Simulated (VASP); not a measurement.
HfHF3:

```
CELL_PARAMETERS angstrom
3.58757 0.00000 0.00000
0.00000 3.58757 0.00000
0.00000 0.00000 4.54486
ATOMIC_POSITIONS crystal
Hf 0.00000 0.00000 0.00000
H 0.50000 0.50000 0.66500
F 0.00000 0.50000 0.50000
F 0.50000 0.00000 0.50000
F 0.50000 0.50000 0.10760
```

The cell was built from a structure type or drawn by symmetry, and may not be a known phase.

- Program: VASP 6.6.1
- Task: relaxation of cell and atoms
- Functional: PBE
- Potentials or basis: VASP PAW PBE potentials, release 64 (Hf_pv, H, F)
- Cutoff: 600 eV
- k mesh: 6 × 6 × 4
- Occupations: gaussian, width 0.1 eV
- Spin: no spin polarisation

At the start: pressure -17.5 GPa; volume 11.70 Å³/atom.

Q: How do energy, volume and symmetry change on relaxing?

A: Over 9 steps the energy falls by 296.4 meV/atom and the volume is 9.25 Å³/atom (-21.0 %); space group P4mm (No. 99, to 0.1 Å) before and after.

Step by step:
```csv
step,energy change (eV),largest force (eV/Å),pressure (GPa),volume (Å³)
1,0.0000,1.1221,-17.48,58.50
2,-0.9027,1.0037,-3.77,48.33
3,-0.9592,1.0044,2.68,45.80
4,-1.1755,0.9696,2.03,45.70
5,-1.4639,0.1555,3.31,45.18
6,-1.4713,0.0515,-2.52,47.26
7,-1.4781,0.0515,-0.25,46.39
8,-1.4798,0.0317,-0.20,46.34
9,-1.4818,0.0240,-0.05,46.24
```

Final structure:
```
Hf H F
1.0
     3.54324    0.00000    0.00000
     0.00000    3.54324    0.00000
     0.00000    0.00000    3.68299
Hf H F
1 1 3
Direct
  0.00000 0.00000 0.01477
  0.50000 0.50000 0.61741
  0.00000 0.50000 0.55115
  0.50000 0.00000 0.55115
  0.50000 0.50000 0.03811
```

Caveat: the volume moved by over 15 % at a fixed basis, so the end points are rough.
